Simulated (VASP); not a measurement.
Wanted: the native input for a VASP 6.6.1 run.

```
Task                   : single point
Functional             : PBEsol
Potentials or basis    : VASP PAW PBE potentials, release 64 (W_sv, Se)
Cutoff                 : 520 eV
k mesh                 : 9 × 9 × 2
Occupations            : gaussian, width 0.05 eV
Spin                   : no spin polarisation
Dipole correction      : no
Further INCAR settings : ALGO = Normal; EDIFF = 1e-06; NBANDS = 35
```

The structure of WSe2 lies in POSCAR:

```
WSe2
1.0
   -3.2711504052      0.0000000000      0.0000000000
   -1.6355752026     -2.8328993505      0.0000000000
    0.0000000000      0.0000000000     13.2206689562
W Se
2 4
Direct
    0.3333333333      0.3333333333      0.2500000000
    0.6666666667      0.6666666667      0.7500000000
    0.3333333333      0.3333333333      0.6233861811
    0.6666666667      0.6666666667      0.1233861811
    0.3333333333      0.3333333333      0.8766138189
    0.6666666667      0.6666666667      0.3766138189
```

These files were run (other wordings do the same):

INCAR

```
SYSTEM = WSe2
PREC = Accurate
ENCUT = 520
EDIFF = 1E-6
ISMEAR = 0
SIGMA = 0.05
LREAL = .False.
LASPH = .True.
NELM = 80
ALGO = Normal
ISIF = 2
LWAVE = .False.
LCHARG = .False.
GGA = PS
NBANDS = 35
```

KPOINTS

```
Automatic mesh
0
Gamma
  9 9 2
  0 0 0
```

Potentials or basis: VASP PAW PBE potentials, release 64 (W_sv, Se).

Launch:

```console
$ cat potpaw_PBE.64/W_sv/POTCAR potpaw_PBE.64/Se/POTCAR > POTCAR
$ mpirun -np 1 vasp_std > vasp.out
```

It gave:

The pressure is 0.4 GPa and the largest force is 0.066 eV/Å. The band gap on the k mesh is 1.13 eV (least direct gap 1.59 eV).

Caveat: the PAW data sets were made with another functional, which shifts forces and pressure a little; spin-orbit coupling is left out, which moves the levels of the heavy elements; this functional lacks dispersion, which binds layers or chains, so the pressure and a relaxed spacing across them are unreliable.

Wall time 110 s on 1 thread of Intel(R) Xeon(R) Platinum 8375C CPU @ 2.90GHz (Ice Lake) (shared host), peak memory 0.27 GiB.
